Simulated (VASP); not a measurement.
# Nb5C4 in VASP: further runs

Runs on Nb5C4. Level: PBE. Tasks: single point.

Program: VASP 6.6.1. These are calculated values, not measurements. Logs are shortened: lines on timing, memory, paths and dates and some standing lists are left out, and cuts for length are marked.

### Step 1. The cell of the first run

The cell holds a slab with vacuum, 9 atoms: a = 3.111 Å, b = 3.111 Å, c = 30.161 Å, α = 90.00°, β = 90.00°, γ = 120.00°.

### Step 2. Single point, PBE

Input file INCAR:

```
SYSTEM = Nb5C4
PREC = Accurate ; ENCUT = 520
EDIFF = 1E-6 ; ISMEAR = 0
SIGMA = 0.1 ; LREAL = .FALSE.
LASPH = .TRUE. ; NELM = 120
ALGO = Normal ; ISIF = 2
LWAVE = .FALSE. ; LCHARG = .TRUE.
LDIPOL = .TRUE. ; IDIPOL = 3
DIPOL = 0.5 0.5 0.503 ; GGA = PE
LELF = .TRUE. ; LVHAR = .TRUE.
LVACPOTAV = .TRUE. ; NBANDS = 50
GGA_COMPAT = .FALSE. ; NELMDL = -8
```

Input file KPOINTS:

```
Automatic mesh
0
G
  9 9 1
  0 0 0
```

Input file POSCAR:

```
Nb5C4
1.0
    3.1112698403      0.0000000000      0.0000000000
   -1.5556349202      2.6944387197      0.0000000000
    0.0000000000      0.0000000000     30.1613649847
Nb C
5 4
Direct
    0.6666666667      0.3333333333      0.3315499814
    0.3333333333      0.6666666667      0.4157749907
    0.0000000000      0.0000000000      0.5024258889
    0.6666666667      0.3333333333      0.5901100706
    0.3333333333      0.6666666667      0.6726788493
    0.0000000000      0.0000000000      0.3736624907
    0.6666666667      0.3333333333      0.4578875000
    0.3333333333      0.6666666667      0.5463287053
    0.0000000000      0.0000000000      0.6350453253
```

Potentials or basis: VASP PAW PBE potentials, release 64 (Nb_sv, C).

Started as:

```
> cat potpaw_PBE.64/Nb_sv/POTCAR potpaw_PBE.64/C/POTCAR > POTCAR
> mpirun -np 1 vasp_std > vasp.out
```

OUTCAR:

```text
SYSTEM = Nb5C4
   PREC = Accurate
   ENCUT = 520
   EDIFF = 1E-6
   ISMEAR = 0
   LREAL = .FALSE.
   LASPH = .TRUE.
   NELM = 120
   ISIF = 2
   GGA = PE
   NELMDL = -8

 ion  position               nearest neighbor table
   1  0.667  0.333  0.332-   6 2.20   6 2.20   6 2.20
   2  0.333  0.667  0.416-   6 2.20   6 2.20   6 2.20   7 2.20   7 2.20   7 2.20
   3  0.000  0.000  0.502-   8 2.23   8 2.23   8 2.23   7 2.24   7 2.24   7 2.24
   4  0.667  0.333  0.590-   8 2.23   8 2.23   8 2.23   9 2.25   9 2.25   9 2.25
   5  0.333  0.667  0.673-   9 2.12   9 2.12   9 2.12
   6  0.000  0.000  0.374-   2 2.20   2 2.20   2 2.20   1 2.20   1 2.20   1 2.20
   7  0.667  0.333  0.458-   2 2.20   2 2.20   2 2.20   3 2.24   3 2.24   3 2.24
   8  0.333  0.667  0.546-   4 2.23   4 2.23   4 2.23   3 2.23   3 2.23   3 2.23
   9  0.000  0.000  0.635-   5 2.12   5 2.12   5 2.12   4 2.25   4 2.25   4 2.25

  LATTYP: Found a hexagonal cell.
 ALAT       =     3.1112698403
 C/A-ratio  =     9.6942298588

  Lattice vectors:

 A1 = (   3.1112698403,   0.0000000000,   0.0000000000)
 A2 = (  -1.5556349202,   2.6944387197,   0.0000000000)
 A3 = (   0.0000000000,   0.0000000000,  30.1613649847)

Analysis of symmetry for initial positions (statically):
=====================================================================
 Subroutine PRICEL returns:
 Original cell was already a primitive cell.

 Routine SETGRP: Setting up the symmetry group for a
 hexagonal supercell.

 Subroutine GETGRP returns: Found  6 space group operations
 (whereof  6 operations were pure point group operations)
 out of a pool of 24 trial point group operations.

The static configuration has the point symmetry C_3v.

Analysis of symmetry for dynamics (positions and initial velocities):
=====================================================================
 Subroutine PRICEL returns:
 Original cell was already a primitive cell.

 Routine SETGRP: Setting up the symmetry group for a
 hexagonal supercell.

 Subroutine GETGRP returns: Found  6 space group operations
 (whereof  6 operations were pure point group operations)
 out of a pool of 24 trial point group operations.

The dynamic configuration has the point symmetry C_3v.

 Subroutine INISYM returns: Found  6 space group operations
 (whereof  6 operations are pure point group operations),
 and found     1 'primitive' translations

----------------------------------------------------------------------------------------

                                     Primitive cell

  volume of cell :     252.8465

  direct lattice vectors                    reciprocal lattice vectors
     3.111269840  0.000000000  0.000000000     0.321412173  0.185567405  0.000000000
    -1.555634920  2.694438720  0.000000000     0.000000000  0.371134809  0.000000000
     0.000000000  0.000000000 30.161364985     0.000000000  0.000000000  0.033154998

  length of vectors
     3.111269840  3.111269840 30.161364985     0.371134809  0.371134809  0.033154998

  position of ions in fractional coordinates (direct lattice)
     0.666666667  0.333333333  0.331549981
     0.333333333  0.666666667  0.415774991
     0.000000000  0.000000000  0.502425889
     0.666666667  0.333333333  0.590110071
     0.333333333  0.666666667  0.672678849
     0.000000000  0.000000000  0.373662491
     0.666666667  0.333333333  0.457887500
     0.333333333  0.666666667  0.546328705
     0.000000000  0.000000000  0.635045325

  ion indices of the primitive-cell ions
   primitive index   ion index
                 1           1
                 2           2
                 3           3
                 4           4
                 5           5
                 6           6
                 7           7
                 8           8
                 9           9

----------------------------------------------------------------------------------------

 KPOINTS: Automatic mesh

Automatic generation of k-mesh.
 Grid dimensions read from file:
 generate k-points for:    9    9    1

 Generating k-lattice:

  Cartesian coordinates                     Fractional coordinates (reciprocal lattice)
     0.035712464  0.020618601  0.000000000     0.111111111 -0.000000000  0.000000000
     0.000000000  0.041237201  0.000000000     0.000000000  0.111111111  0.000000000
     0.000000000  0.000000000  0.033154998     0.000000000  0.000000000  1.000000000

  Length of vectors
     0.041237201  0.041237201  0.033154998

  Shift w.r.t. Gamma in fractional coordinates (k-lattice)
     0.000000000  0.000000000  0.000000000

 Subroutine IBZKPT returns following result:
 ===========================================

 Found     12 irreducible k-points:

 Following reciprocal coordinates:
            Coordinates               Weight
  0.000000  0.000000  0.000000      1.000000
  0.111111  0.000000  0.000000      6.000000
  0.222222  0.000000  0.000000      6.000000
  0.333333  0.000000  0.000000      6.000000
  0.444444  0.000000  0.000000      6.000000
  0.111111  0.111111  0.000000      6.000000
  0.222222  0.111111  0.000000     12.000000
  0.333333  0.111111  0.000000     12.000000
  0.444444  0.111111  0.000000      6.000000
  0.222222  0.222222  0.000000      6.000000
  0.333333  0.222222  0.000000     12.000000
  0.333333  0.333333  0.000000      2.000000
   k-points           NKPTS =     12   k-points in BZ     NKDIM =     12   number of bands    NBANDS=     50
   number of dos      NEDOS =    301   number of ions     NIONS =      9
   total plane-waves  NPLWV = 129024
   dimension x,y,z NGX =    24 NGY =   24 NGZ =  224
   dimension x,y,z NGXF=    48 NGYF=   48 NGZF=  448
   ions per type =               5   4
   NGX,Y,Z   is equivalent  to a cutoff of  12.82, 12.82, 12.35 a.u.
   NGXF,Y,Z  is equivalent  to a cutoff of  25.65, 25.65, 24.69 a.u.
 SYSTEM =  Nb5C4
   PREC   = accura    normal or accurate (medium, high low for compatibility)
   ISTART =      0    job   : 0-new  1-cont  2-samecut
   ICHARG =      2    charge: 1-file 2-atom 10-const
   ISPIN  =      1    spin polarized calculation?
   LNONCOLLINEAR =      F non collinear calculations
   LSORBIT =      F    spin-orbit coupling
   LASPH  =      T    aspherical Exc in radial PAW
   ENCUT  =  520.0 eV  38.22 Ry    6.18 a.u.   5.78  5.78 56.08*2*pi/ulx,y,z
   NELM   =    120;   NELMIN=  2; NELMDL= -8     # of ELM steps
   EDIFF  = 0.1E-05   stopping-criterion for ELM
   LREAL  =      F    real-space projection
   EDIFFG = 0.1E-04   stopping-criterion for IOM
   NSW    =      0    number of steps for IOM
   IBRION =     -1    ionic relax: 0-MD 1-quasi-New 2-CG
   NFREE  =      0    steps in history (QN), initial steepest desc. (CG)
   ISIF   =      2    stress and relaxation
   ISYM   =      2    0-nonsym 1-usesym 2-fastsym
   POTIM  = 0.5000    time-step for ionic-motion
   TEBEG  =    0.0;   TEEND  =   0.0 temperature during run
   PSTRESS=    0.0 pullay stress
   NELECT =      81.0000    total number of electrons
   NUPDOWN=      -1.0000    fix difference up-down
   EMIN   =  10.00;   EMAX   =-10.00  energy-range for DOS
   EFERMI =   0.00;   METHOD = LEGACY
   ISMEAR =     0;   SIGMA  =   0.10  broadening in eV -4-tet -1-fermi 0-gaus
   EFERMI_NEDOS =   21; number of points for ismear=-14 and -15
   IALGO  =     38    algorithm
   IMIX   =      4    mixing-type and parameters
     AMIX     =   0.40;   BMIX     =  1.00
     AMIX_MAG =   1.60;   BMIX_MAG =  1.00
  volume/ion in A,a.u.               =      28.09       189.59
  Fermi-wavevector in a.u.,A,eV,Ry     =   1.120171  2.116816 17.072348  1.254782
  Thomas-Fermi vector in A             =   2.256815
   LORBIT       =      0    0 simple, 1 ext, 2 COOP (PROOUT), +10 PAW based schemes
   GGA     = PE    functional components
   LHFCALC =     F    Hartree Fock is set to
   AEXX    =    0.0000 exact exchange contribution
   IVDW    =     0    specifies the selected vdW correction
   LEPSILON=     F    determine dielectric tensor
   LRPA    =     F    only Hartree local field effects (RPA)
 non-spin polarized calculation
 Gauss-broadening in eV      SIGMA  =   0.10
  energy-cutoff  :      520.00
  volume of cell :      252.85
 maximum number of plane-waves:      6834
 NGX is ok and might be reduce to    24
   NGX = 11   NGY = 11   NGZ =113

 dipolmoment           0.000000      0.000000      0.003632 electrons x Angstroem

 number of electron      81.0000005 magnetization

 dipolmoment           0.000000      0.000000     -0.005549 electrons x Angstroem

 Free energy of the ion-electron system (eV)
  ---------------------------------------------------
  ext. energy  EPLUGINS =         0.00000000
  ---------------------------------------------------
  free energy    TOTEN  =       -90.48809928 eV

  energy without entropy =      -90.45895874  energy(sigma->0) =      -90.47352901

 E-fermi :   2.6916     XC(G=0):  -6.2161

 val. band max:        2.6860289847   @ k =   0.4444   0.1111   0.0000
 cond. band min:       2.7264040267   @ k =   0.4444   0.1111   0.0000
 fundamental gap:      0.0403750420
 Fermi energy:         2.6916071048

 k-point     1 :       0.0000    0.0000    0.0000
  band No.  band energies     occupation
      1     -53.1766      2.00000
      2     -52.9406      2.00000
      3     -52.9139      2.00000
      4     -52.4290      2.00000
      5     -52.3868      2.00000
      6     -29.5677      2.00000
[... 42 lines left out ...]
     49       4.1568      0.00000
     50       4.4715      0.00000

 k-point     2 :       0.1111    0.0000    0.0000
  band No.  band energies     occupation
      1     -53.1662      2.00000
      2     -52.9305      2.00000
      3     -52.9039      2.00000
      4     -52.4199      2.00000
      5     -52.3774      2.00000
      6     -29.5364      2.00000
[... 42 lines left out ...]
     49       4.3426      0.00000
     50       4.6472      0.00000

 k-point     3 :       0.2222    0.0000    0.0000
  band No.  band energies     occupation
      1     -53.1397      2.00000
      2     -52.9047      2.00000
      3     -52.8785      2.00000
      4     -52.3967      2.00000
      5     -52.3533      2.00000
      6     -29.4575      2.00000
[... 42 lines left out ...]
     49       4.6955      0.00000
     50       4.9667      0.00000

 k-point     4 :       0.3333    0.0000    0.0000
  band No.  band energies     occupation
      1     -53.1093      2.00000
      2     -52.8752      2.00000
      3     -52.8495      2.00000
      4     -52.3701      2.00000
      5     -52.3259      2.00000
      6     -29.5361      2.00000
[... 363 lines left out ...]
 k-point    11 :       0.3333    0.2222    0.0000
  band No.  band energies     occupation
      1     -53.0807      2.00000
      2     -52.8474      2.00000
      3     -52.8219      2.00000
      4     -52.3450      2.00000
      5     -52.2999      2.00000
      6     -29.5922      2.00000
[... 42 lines left out ...]
     49       5.5322      0.00000
     50       5.9223      0.00000

 k-point    12 :       0.3333    0.3333    0.0000
  band No.  band energies     occupation
      1     -53.0754      2.00000
      2     -52.8422      2.00000
      3     -52.8169      2.00000
      4     -52.3404      2.00000
      5     -52.2951      2.00000
      6     -29.4861      2.00000
[... 42 lines left out ...]
     49       5.2199      0.00000
     50       5.8430      0.00000

------------------------ aborting loop because EDIFF is reached ----------------------------------------

  FORCE on cell =-STRESS in cart. coord.  units (eV):
  Direction    XX          YY          ZZ          XY          YZ          ZX
  --------------------------------------------------------------------------------------
  -------------------------------------------------------------------------------------
  Total        3.1522381      3.1522381     -0.3243364     -0.0000000     -0.0000000      0.0000000
  in kB       19.9743478     19.9743478     -2.0551770     -0.0000000     -0.0000000      0.0000000
  external PRESSURE =      12.6311729 kB  Pullay stress =       0.0000000 kB

 VOLUME and BASIS-vectors are now :
 -----------------------------------------------------------------------------
  energy-cutoff  :      520.00
  volume of cell :      252.85
      direct lattice vectors                 reciprocal lattice vectors
     3.111269840  0.000000000  0.000000000     0.321412173  0.185567405  0.000000000
    -1.555634920  2.694438720  0.000000000     0.000000000  0.371134809  0.000000000
     0.000000000  0.000000000 30.161364985     0.000000000  0.000000000  0.033154998

 POSITION                                       TOTAL-FORCE (eV/Angst)
 -----------------------------------------------------------------------------------
      1.55563      0.89815     10.00000         0.000000     -0.000000      1.276875
     -0.00000      1.79629     12.54034        -0.000000     -0.000000     -0.346011
      0.00000      0.00000     15.15385         0.000000     -0.000000      0.001936
      1.55563      0.89815     17.79853        -0.000000      0.000000      0.005996
     -0.00000      1.79629     20.28891         0.000000     -0.000000     -0.024821
      0.00000      0.00000     11.27017         0.000000     -0.000000     -1.696505
      1.55563      0.89815     13.81051        -0.000000      0.000000      0.786682
     -0.00000      1.79629     16.47802        -0.000000      0.000000     -0.009657
      0.00000      0.00000     19.15383         0.000000     -0.000000      0.005505
 -----------------------------------------------------------------------------------
    total drift:                               -0.000000      0.000000      0.000904

  FREE ENERGIE OF THE ION-ELECTRON SYSTEM (eV)
  ---------------------------------------------------
  free  energy   TOTEN  =       -90.4880992804 eV

  energy  without entropy=      -90.4589587445  energy(sigma->0) =      -90.47352901

 vacuum level on the upper side and lower side of the slab         7.215         7.336
```

It took 8.7 min on 1 thread of Oxide Virtual Turin-like, shared host; peak memory 0.37 GiB.

What came out:

```yaml
Free_energy: -90.4881 eV
Largest_force: 1.697 eV/Å
Band_gap_on_the_k_mesh: zero (an odd number of electrons rules out a gap without spin polarisation)
```

Forces in eV/Å, atoms in the order of the input:
```
Nb   0.000  0.000  1.277
Nb   0.000  0.000 -0.346
Nb   0.000  0.000  0.002
Nb   0.000  0.000  0.006
Nb   0.000  0.000 -0.025
C    0.000  0.000 -1.697
C    0.000  0.000  0.787
C    0.000  0.000 -0.010
C    0.000  0.000  0.006
```

Caveat: an odd number of electrons without spin polarisation forces a metal; a magnetic or distorted state may lie lower.

### Step 3. Single point, PBE

Input file INCAR:

```
SYSTEM = Nb5C4
PREC     = Accurate       ! precision mode
ENCUT    = 520            ! plane-wave cutoff, eV
EDIFF    = 1E-6           ! SCF threshold, eV
ISMEAR   = 0              ! smearing method
SIGMA    = 0.1            ! smearing width, eV
LREAL    = .FALSE.        ! projectors in reciprocal space
LASPH    = .TRUE.         ! aspherical terms in the spheres
NELM     = 120            ! most SCF steps
ALGO     = Normal         ! electronic algorithm
ISIF     = 2              ! what is computed and relaxed
LWAVE    = .FALSE.        ! write WAVECAR
LCHARG   = .TRUE.         ! write CHGCAR
LDIPOL   = .TRUE.       
IDIPOL   = 3            
DIPOL    = 0.5 0.5 0.503
GGA      = PE             ! functional
LELF     = .TRUE.         ! ELF
LVHAR    = .TRUE.       
LVACPOTAV= .TRUE.       
NBANDS   = 50             ! bands
GGA_COMPAT= .FALSE.      
NELMDL   = -8
```

Input file KPOINTS:

```
Automatic mesh
0
G
  21 21 1
  0 0 0
```

Input file POSCAR:

```
Nb5C4
1.0
    3.1112698400      0.0000000000      0.0000000000
   -1.5556349200      2.6944387200      0.0000000000
    0.0000000000      0.0000000000     30.1613649847
Nb C
5 4
Direct
    0.6666666667      0.3333333333      0.3315499814
    0.3333333333      0.6666666666      0.4157749907
    0.0000000000      0.0000000000      0.5024258889
    0.6666666667      0.3333333333      0.5901100706
    0.3333333333      0.6666666666      0.6726788493
    0.0000000000      0.0000000000      0.3736624907
    0.6666666667      0.3333333333      0.4578875000
    0.3333333333      0.6666666666      0.5463287053
    0.0000000000      0.0000000000      0.6350453253
```

Potentials or basis: VASP PAW PBE potentials, release 64 (Nb_sv, C).

Started as:

```
> cat potpaw_PBE.64/Nb_sv/POTCAR potpaw_PBE.64/C/POTCAR > POTCAR
> mpirun -np 1 vasp_std > vasp.out
```

Run time: 37 min. Hardware: 1 thread of Oxide Virtual Turin-like, shared host; peak memory 0.61 GiB.

Results (log left out):

```yaml
Free_energy: -90.4840 eV
Largest_force: 1.668 eV/Å
Band_gap_on_the_k_mesh: zero (an odd number of electrons rules out a gap without spin polarisation)
```

Forces on the atoms (eV/Å):
```
Nb   0.000  0.000  1.249
Nb   0.000  0.000 -0.328
Nb   0.000  0.000  0.015
Nb   0.000  0.000  0.007
Nb   0.000  0.000 -0.066
C    0.000  0.000 -1.668
C    0.000  0.000  0.784
C    0.000  0.000 -0.020
C    0.000  0.000  0.027
```

Levels at points of the mesh, in eV from the Fermi level:
```tsv
k point	band 38	band 39	band 40	band 41	band 42	band 43
(0.00, 0.00, 0.00)	-1.00	-1.00	-0.56	-0.47	-0.15	-0.15
```

Caveat: an odd number of electrons without spin polarisation forces a metal; a magnetic or distorted state may lie lower.

The gap in the log of VASP goes by the Fermi energy; the results here count the filled bands.